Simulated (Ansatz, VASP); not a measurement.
**Two plane-wave programs on AlNi**

File INCAR:

```
SYSTEM = AlNi
PREC = Accurate
ENCUT = 520
EDIFF = 1E-6
ISMEAR = 0
SIGMA = 0.15
LREAL = .FALSE.
LASPH = .TRUE.
NELM = 100
ALGO = Fast
ISIF = 2
LWAVE = .FALSE.
LCHARG = .FALSE.
GGA = PS
NBANDS = 14
```

The input KPOINTS:

```
regular mesh
0
G
  18 18 16
  0 0 0
```

Contents of POSCAR:

```
AlNi
1.0
    1.9386940000     -1.9531901500      0.0000000000
    1.9386940000      1.9531901500      0.0000000000
    0.0000000000      0.0000000000      3.0994300413
Al Ni
1 1
Direct
    0.0000000000      0.0000000000      0.0000000000
    0.4993909311      0.3364789630      0.5000000000
```

Input for Ansatz:

```yaml
crystal:
  lattice:
    - [1.938694, -1.95319015, 0.0]
    - [1.938694, 1.95319015, 0.0]
    - [0.0, 0.0, 3.0994300413]
  atoms:
    - { symbol: Al, position: [0.0, 0.0, 0.0] }
    - { symbol: Ni, position: [0.4993909311, 0.336478963, 0.5] }
basis:
  ecutwfc: 420
kpoints:
  mp_grid: { grid: [18, 18, 16] }
hamiltonian:
  xc: pbesol
scf:
  occupations: { method: gaussian, width: 0.15 }
output:
  forces: true
  stress: true
  eigenvalues: true
```

Alike in both runs: task single point; functional PBEsol; k mesh 18 × 18 × 16; occupations gaussian, width 0.15 eV; no spin polarisation.

|  | VASP | Ansatz |
| --- | --- | --- |
| version | VASP 6.6.1 | Ansatz 0.2.0 |
| potentials or method | VASP PAW PBE potentials, release 64 (Al, Ni), cutoff 520 eV | scalar-relativistic, plane waves, PAW |
| valence electrons in the cell | 13 | 21 |

Ansatz gave:

```
gap on the k mesh at the Fermi level (eV)                     : none
pressure (GPa)                                                : 12.1
traceless stress, the component that is largest in VASP (GPa) : -4.30
rms of the force components (eV/Å)                            : 1.431
```

Which values does VASP return?

gap on the k mesh at the Fermi level (eV): none; pressure (GPa): 12.6; traceless stress, the component that is largest in VASP (GPa): -4.36; rms of the force components (eV/Å): 1.435.

VASP's potentials were made for PBE, not for PBEsol. Atom by atom the forces differ by 0.004 eV/Å (rms over components). A gap of «none» marks a metal or a gap that the smearing closes. VASP's potentials hold 13 valence electrons a cell and Ansatz's 21, so a difference there can come from the potentials and not from the codes.
